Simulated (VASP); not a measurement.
# TePt (R-3m) in VASP: single point with r2SCAN

Aim: the single point of TePt with r2SCAN.

All numbers are computed with VASP 6.6.1; they aren't measurements. Logs are shortened: lines on timing, memory, paths and dates and some standing lists are left out, and cuts for length are marked.

### Step 1. The cell of the first run

The structure is trigonal, space group R-3m (No. 166). Conventional cell: a = 3.950 Å, b = 3.950 Å, c = 20.112 Å, α = 90.00°, β = 90.00°, γ = 120.00°. Te (site symmetry 3m) has 3 Pt at 2.59 Å within 3.4 Å. Within 3.4 Å of Pt (site symmetry 3m) lie 3 Te at 2.59 Å and 3 Pt at 2.73 Å.

### Step 2. Single point, r2SCAN

Input file POSCAR:

```
TePt
1.0
    1.9752210541      1.1403944089      6.7038971749
   -1.9752210541      1.1403944089      6.7038971749
    0.0000000000     -2.2807888129      6.7038971757
Te Pt
2 2
Direct
    0.5985481676      0.5985481676      0.5985481676
    0.4014518324      0.4014518324      0.4014518324
    0.8704162202      0.8704162202      0.8704162202
    0.1295837798      0.1295837798      0.1295837798
```

Input file INCAR.step1:

```
SYSTEM = TePt
PREC = Accurate ; ENCUT = 520
ISMEAR = 1 ; SIGMA = 0.1
LREAL = .False. ; LASPH = .True.
NELM = 60 ; NBANDS = 24
GGA = PE ; ALGO = Normal
EDIFF = 1E-4 ; LWAVE = .True.
LCHARG = .False.
```

Input file INCAR.step2:

```
SYSTEM = TePt
PREC = Accurate ; ENCUT = 520
EDIFF = 1E-6 ; ISMEAR = 1
SIGMA = 0.1 ; LREAL = .False.
LASPH = .True. ; NELM = 60
ALGO = Normal ; ISIF = 2
LWAVE = .False. ; LCHARG = .True.
METAGGA = R2SCAN ; LMIXTAU = .True.
LELF = .True. ; LVHAR = .True.
NBANDS = 24 ; ISTART = 1
```

Input file KPOINTS:

```
regular mesh
0
Gamma
  7 7 7
  0 0 0
```

Potentials or basis: VASP PAW PBE potentials, release 64 (Te, Pt).

Started as:

```console
> cat potpaw_PBE.64/Te/POTCAR potpaw_PBE.64/Pt/POTCAR > POTCAR
> cp INCAR.step1 INCAR
> mpirun -np 1 vasp_std > vasp.out
> cp INCAR.step2 INCAR
> mpirun -np 1 vasp_std > vasp.out
```

OUTCAR:

```text
SYSTEM = TePt
   PREC = Accurate
   ENCUT = 520
   EDIFF = 1E-6
   ISMEAR = 1
   LREAL = .False.
   LASPH = .True.
   NELM = 60
   ISIF = 2
   METAGGA = R2SCAN
   ISTART = 1

 ion  position               nearest neighbor table
   1  0.599  0.599  0.599-   3 2.59   3 2.59   3 2.59   4 3.56   4 3.56   4 3.56   2 3.57   2 3.57
                             2 3.57
   2  0.401  0.401  0.401-   4 2.59   4 2.59   4 2.59   3 3.56   3 3.56   3 3.56   1 3.57   1 3.57
                             1 3.57
   3  0.870  0.870  0.870-   1 2.59   1 2.59   1 2.59   4 2.73   4 2.73   4 2.73   2 3.56   2 3.56
                             2 3.56
   4  0.130  0.130  0.130-   2 2.59   2 2.59   2 2.59   3 2.73   3 2.73   3 2.73   1 3.56   1 3.56
                             1 3.56

  LATTYP: Found a trigonal (rhomboedric) cell.
 ALAT       =     7.0812594185
 COS(alpha) =     0.8443889625

  Lattice vectors:

 A1 = (   1.9752210541,   1.1403944089,   6.7038971749)
 A2 = (  -1.9752210541,   1.1403944089,   6.7038971749)
 A3 = (   0.0000000000,  -2.2807888129,   6.7038971757)

Analysis of symmetry for initial positions (statically):
=====================================================================
 Subroutine PRICEL returns:
 Original cell was already a primitive cell.

 Routine SETGRP: Setting up the symmetry group for a
 trigonal (rhombohedral) supercell.

 Subroutine GETGRP returns: Found 12 space group operations
 (whereof 12 operations were pure point group operations)
 out of a pool of 12 trial point group operations.

The static configuration has the point symmetry D_3d.

Analysis of symmetry for dynamics (positions and initial velocities):
=====================================================================
 Subroutine PRICEL returns:
 Original cell was already a primitive cell.

 Routine SETGRP: Setting up the symmetry group for a
 trigonal (rhombohedral) supercell.

 Subroutine GETGRP returns: Found 12 space group operations
 (whereof 12 operations were pure point group operations)
 out of a pool of 12 trial point group operations.

The dynamic configuration has the point symmetry D_3d.

 Subroutine INISYM returns: Found 12 space group operations
 (whereof 12 operations are pure point group operations),
 and found     1 'primitive' translations

----------------------------------------------------------------------------------------

                                     Primitive cell

  volume of cell :      90.6044

  direct lattice vectors                    reciprocal lattice vectors
     1.975221054  1.140394409  6.703897175     0.253136224  0.146148267  0.049722322
    -1.975221054  1.140394409  6.703897175    -0.253136224  0.146148267  0.049722322
     0.000000000 -2.280788813  6.703897176     0.000000000 -0.292296535  0.049722322

  length of vectors
     7.081259418  7.081259418  7.081259418     0.296495486  0.296495486  0.296495486

  position of ions in fractional coordinates (direct lattice)
     0.598548168  0.598548168  0.598548168
     0.401451832  0.401451832  0.401451832
     0.870416220  0.870416220  0.870416220
     0.129583780  0.129583780  0.129583780

  ion indices of the primitive-cell ions
   primitive index   ion index
                 1           1
                 2           2
                 3           3
                 4           4

----------------------------------------------------------------------------------------

 KPOINTS: regular mesh

Automatic generation of k-mesh.
 Grid dimensions read from file:
 generate k-points for:    7    7    7

 Generating k-lattice:

  Cartesian coordinates                     Fractional coordinates (reciprocal lattice)
     0.036162318  0.020878324  0.007103189     0.142857143 -0.000000000  0.000000000
    -0.036162318  0.020878324  0.007103189    -0.000000000  0.142857143  0.000000000
     0.000000000 -0.041756648  0.007103189     0.000000000  0.000000000  0.142857143

  Length of vectors
     0.042356498  0.042356498  0.042356498

  Shift w.r.t. Gamma in fractional coordinates (k-lattice)
     0.000000000  0.000000000  0.000000000

 Subroutine IBZKPT returns following result:
 ===========================================

 Found     44 irreducible k-points:

 Following reciprocal coordinates:
            Coordinates               Weight
  0.000000  0.000000  0.000000      1.000000
  0.142857 -0.000000 -0.000000      6.000000
  0.285714  0.000000 -0.000000      6.000000
  0.428571  0.000000 -0.000000      6.000000
  0.142857  0.142857 -0.000000      6.000000
  0.285714  0.142857 -0.000000     12.000000
[... 16 lines left out ...]
  0.285714  0.285714  0.142857      6.000000
  0.428571  0.285714  0.142857     12.000000
 [... further k-points ...]
   k-points           NKPTS =     44   k-points in BZ     NKDIM =     44   number of bands    NBANDS=     24
   number of dos      NEDOS =    301   number of ions     NIONS =      4
   total plane-waves  NPLWV = 157464
   dimension x,y,z NGX =    54 NGY =   54 NGZ =   54
   dimension x,y,z NGXF=   108 NGYF=  108 NGZF=  108
   ions per type =               2   2
   NGX,Y,Z   is equivalent  to a cutoff of  12.68, 12.68, 12.68 a.u.
   NGXF,Y,Z  is equivalent  to a cutoff of  25.36, 25.36, 25.36 a.u.
 SYSTEM =  TePt
   PREC   = accura    normal or accurate (medium, high low for compatibility)
   ISTART =      1    job   : 0-new  1-cont  2-samecut
   ICHARG =      0    charge: 1-file 2-atom 10-const
   ISPIN  =      1    spin polarized calculation?
   LNONCOLLINEAR =      F non collinear calculations
   LSORBIT =      F    spin-orbit coupling
   LASPH  =      T    aspherical Exc in radial PAW
   ENCUT  =  520.0 eV  38.22 Ry    6.18 a.u.  13.17 13.17 13.17*2*pi/ulx,y,z
   NELM   =     60;   NELMIN=  2; NELMDL=  0     # of ELM steps
   EDIFF  = 0.1E-05   stopping-criterion for ELM
   LREAL  =      F    real-space projection
   EDIFFG = 0.1E-04   stopping-criterion for IOM
   NSW    =      0    number of steps for IOM
   IBRION =     -1    ionic relax: 0-MD 1-quasi-New 2-CG
   NFREE  =      0    steps in history (QN), initial steepest desc. (CG)
   ISIF   =      2    stress and relaxation
   ISYM   =      2    0-nonsym 1-usesym 2-fastsym
   POTIM  = 0.5000    time-step for ionic-motion
   TEBEG  =    0.0;   TEEND  =   0.0 temperature during run
   PSTRESS=    0.0 pullay stress
   NELECT =      32.0000    total number of electrons
   NUPDOWN=      -1.0000    fix difference up-down
   EMIN   =  10.00;   EMAX   =-10.00  energy-range for DOS
   EFERMI =   0.00;   METHOD = LEGACY
   ISMEAR =     1;   SIGMA  =   0.10  broadening in eV -4-tet -1-fermi 0-gaus
   EFERMI_NEDOS =   21; number of points for ismear=-14 and -15
   IALGO  =     38    algorithm
   IMIX   =      4    mixing-type and parameters
     AMIX     =   0.40;   BMIX     =  1.00
     AMIX_MAG =   1.60;   BMIX_MAG =  1.00
  volume/ion in A,a.u.               =      22.65       152.86
  Fermi-wavevector in a.u.,A,eV,Ry     =   1.157200  2.186791 18.219718  1.339111
  Thomas-Fermi vector in A             =   2.293813
   LORBIT       =      0    0 simple, 1 ext, 2 COOP (PROOUT), +10 PAW based schemes
   METAGGA = R2SCAN    functional components
   LHFCALC =     F    Hartree Fock is set to
   AEXX    =    0.0000 exact exchange contribution
   IVDW    =     0    specifies the selected vdW correction
   LEPSILON=     F    determine dielectric tensor
   LRPA    =     F    only Hartree local field effects (RPA)
 non-spin polarized calculation
 Methfessel and Paxton  Order N= 1 SIGMA  =   0.10
  energy-cutoff  :      520.00
  volume of cell :       90.60
 maximum number of plane-waves:      2464
 NGX is ok and might be reduce to    54
   NGX = 27   NGY = 27   NGZ = 27

 number of electron      32.0000001 magnetization

 Free energy of the ion-electron system (eV)
  ---------------------------------------------------
  ext. energy  EPLUGINS =         0.00000000
  ---------------------------------------------------
  free energy    TOTEN  =      -155.38111599 eV

  energy without entropy =     -155.38118583  energy(sigma->0) =     -155.38113927

 E-fermi :   8.2442     XC(G=0): -11.5709

 val. band max:        8.2425302092   @ k =  -0.2857   0.4286   0.1429
 cond. band min:       8.2935992492   @ k =   0.1429   0.1429   0.1429
 fundamental gap:      0.0510690399
 Fermi energy:         8.2442142340

 k-point     1 :       0.0000    0.0000    0.0000
  band No.  band energies     occupation
      1      -5.5489      2.00000
      2      -3.9445      2.00000
      3       1.2232      2.00000
      4       2.5784      2.00000
      5       2.5784      2.00000
      6       3.2694      2.00000
[... 16 lines left out ...]
     23      15.0043      0.00000
     24      16.8030      0.00000

 k-point     2 :       0.1429   -0.0000   -0.0000
  band No.  band energies     occupation
      1      -5.3294      2.00000
      2      -3.8642      2.00000
      3       1.4428      2.00000
      4       2.6253      2.00000
      5       2.6574      2.00000
      6       3.0289      2.00000
[... 16 lines left out ...]
     23      15.5530      0.00000
     24      15.9964      0.00000

 k-point     3 :       0.2857    0.0000   -0.0000
  band No.  band energies     occupation
      1      -4.7634      2.00000
      2      -3.6520      2.00000
      3       1.7161      2.00000
      4       2.0541      2.00000
      5       2.8124      2.00000
      6       3.4086      2.00000
[... 16 lines left out ...]
     23      16.5081      0.00000
     24      17.2311      0.00000
[... 514 lines left out ...]
 k-point    23 :       0.2857    0.2857    0.1429
  band No.  band energies     occupation
      1      -5.1864      2.00000
      2      -4.1241      2.00000
      3       1.8729      2.00000
      4       2.6108      2.00000
      5       2.6645      2.00000
      6       3.0243      2.00000
[... 16 lines left out ...]
     23      15.8258      0.00000
     24      16.0064      0.00000

 k-point    24 :       0.4286    0.2857    0.1429
  band No.  band energies     occupation
      1      -4.7707      2.00000
      2      -3.9757      2.00000
      3       2.0331      2.00000
      4       2.2698      2.00000
      5       2.8527      2.00000
      6       3.1422      2.00000
[... 16 lines left out ...]
     23      15.6395      0.00000
     24      16.3780      0.00000

 [... further k-points ...]
[... 5 lines left out ...]
  --------------------------------------------------------------------------------------
  -------------------------------------------------------------------------------------
  Total        1.2735176      1.2735176      1.2774790      0.0000000      0.0000000      0.0000000
  in kB       22.5198848     22.5198848     22.5899342      0.0000000      0.0000000      0.0000000
  external PRESSURE =      22.5432346 kB  Pullay stress =       0.0000000 kB

 VOLUME and BASIS-vectors are now :
 -----------------------------------------------------------------------------
  energy-cutoff  :      520.00
  volume of cell :       90.60
      direct lattice vectors                 reciprocal lattice vectors
     1.975221054  1.140394409  6.703897175     0.253136224  0.146148267  0.049722322
    -1.975221054  1.140394409  6.703897175    -0.253136224  0.146148267  0.049722322
     0.000000000 -2.280788813  6.703897176     0.000000000 -0.292296535  0.049722322

 POSITION                                       TOTAL-FORCE (eV/Angst)
 -----------------------------------------------------------------------------------
      0.00000      0.00000     12.03782         0.000000     -0.000000     -0.003312
      0.00000      0.00000      8.07388         0.000000      0.000000      0.003312
      0.00000      0.00000     17.50554         0.000000      0.000000      0.035288
      0.00000      0.00000      2.60615         0.000000     -0.000000     -0.035288
 -----------------------------------------------------------------------------------
    total drift:                                0.000000      0.000000     -0.000000

  FREE ENERGIE OF THE ION-ELECTRON SYSTEM (eV)
  ---------------------------------------------------
  free  energy   TOTEN  =      -155.3811159895 eV

  energy  without entropy=     -155.3811858319  energy(sigma->0) =     -155.38113927
```

Run time: 37 min. Hardware: 1 thread of AMD EPYC 7R43 (Zen 3), shared host; peak memory 0.4 GiB.

What came out:

| Item | Value |
| --- | --- |
| Free energy | -155.3811 eV |
| Pressure | 2.3 GPa |
| Largest force | 0.035 eV/Å |
| Band gap on the k mesh | zero (band 16 reaches 9.68 eV, above the bottom of band 17 at 7.22 eV) |

Forces on the atoms (eV/Å):
```
Te   0.000  0.000 -0.003
Te   0.000  0.000  0.003
Pt   0.000  0.000  0.035
Pt   0.000  0.000 -0.035
```

Caveat: the PAW data sets were made with another functional, which shifts forces and pressure a little; spin-orbit coupling is left out, which moves the levels of the heavy elements.
